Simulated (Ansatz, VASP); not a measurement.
Two plane-wave programs on GaN

The input INCAR:

```
PREC     = Accurate       # precision mode
ENCUT    = 600            # plane-wave cutoff, eV
EDIFF    = 1E-6           # SCF threshold, eV
ISMEAR   = 0              # smearing method
SIGMA    = 0.02           # smearing width, eV
LREAL    = F              # projectors in reciprocal space
LASPH    = T              # aspherical terms in the spheres
NELM     = 120            # most SCF steps
ALGO     = Normal         # electronic algorithm
ISIF     = 2              # what is computed and relaxed
LWAVE    = F              # write WAVECAR
LCHARG   = F              # write CHGCAR
GGA      = PE             # functional
NBANDS   = 16             # bands
GGA_COMPAT= F
```

KPOINTS

```
regular mesh
0
Gamma
  10 10 10
```

File POSCAR:

```
GaN
1.0
    0.0000000000      2.1793663009      2.1793663009
    2.1793663009      0.0000000000      2.1793663009
    2.1793663009      2.1793663009      0.0000000000
Ga N
1 1
Direct
    0.0000000000      0.0000000000      0.0000000000
    0.7500000000      0.7500000000      0.7500000000
```

Input for Ansatz:

```yaml
crystal:
  lattice:
    - [0.0, 2.1793663009, 2.1793663009]
    - [2.1793663009, 0.0, 2.1793663009]
    - [2.1793663009, 2.1793663009, 0.0]
  atoms:
    - { symbol: Ga, position: [0.0, 0.0, 0.0] }
    - { symbol: "N", position: [0.75, 0.75, 0.75] }
basis:
  ecutwfc: 420
kpoints:
  mp_grid: { grid: [10, 10, 10] }
hamiltonian:
  xc: pbe
scf:
  occupations: { method: gaussian, width: 0.02 }
output:
  forces: true
  stress: true
  eigenvalues: true
```

Alike in both runs: task single point; functional PBE; k mesh 10 × 10 × 10; occupations gaussian, width 0.02 eV; no spin polarisation.

|  | VASP | Ansatz |
| --- | --- | --- |
| version | VASP 6.6.1 | Ansatz 0.2.0 |
| potentials or method | VASP PAW PBE potentials, release 64 (Ga_d, N), cutoff 600 eV | scalar-relativistic, plane waves, PAW |
| valence electrons in the cell | 18 | 18 |

Ansatz gave:

| Property | Result |
| --- | --- |
| gap on the k mesh at the Fermi level (eV) | 2.36 |
| least direct gap on the mesh (eV) | 2.36 |

Q: Estimate VASP's values.

A: gap on the k mesh at the Fermi level (eV): 2.37; least direct gap on the mesh (eV): 2.37.
